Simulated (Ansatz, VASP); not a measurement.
## Be2Sb in VASP and in Ansatz

```xyz
6
Lattice="3.6929 0.0000 0.0000 0.0000 3.6647 0.0000 -0.1861 0.0000 6.6172" Properties=species:S:1:pos:R:3 pbc="T T T"
Be    0.1833    2.7485    2.7209
Be    3.2784    0.9162    6.0102
Be    3.3235    0.9162    3.8963
Be    0.2284    2.7485    0.6070
Sb    2.1557    0.9162    1.6396
Sb    1.3511    2.7485    4.9776
```

Change from the starting cell: the structure that the rattled AlB2 type (P6/mmm, No. 191) fell into.

Alike in both runs: task relaxation of cell and atoms; functional PBE; k mesh 10 × 10 × 6; occupations gaussian, width 0.1 eV; no spin polarisation.

|  | VASP | Ansatz |
| --- | --- | --- |
| version | VASP 6.6.1 | Ansatz 0.2.0 |
| potentials or method | VASP PAW PBE potentials, release 64 (Be, Sb), cutoff 600 eV | scalar-relativistic, plane waves, PAW |
| valence electrons in the cell | 18 | 38 |

|  | VASP | Ansatz | Ansatz less VASP |
| --- | --- | --- | --- |
| gap on the k mesh at the Fermi level, each at its own relaxed structure (eV) | none | none | - |
| relaxed volume (Å³/atom) | 14.98 | 14.97 | -0.006 |
| relaxed cell length with the largest relative difference (Å) | 6.582 | 6.576 | -0.0062 |

A gap of «none» marks a metal or a gap that the smearing closes. VASP's potentials hold 18 valence electrons a cell and Ansatz's 38, so a difference there can come from the potentials and not from the codes.

Spin-orbit coupling is off throughout.
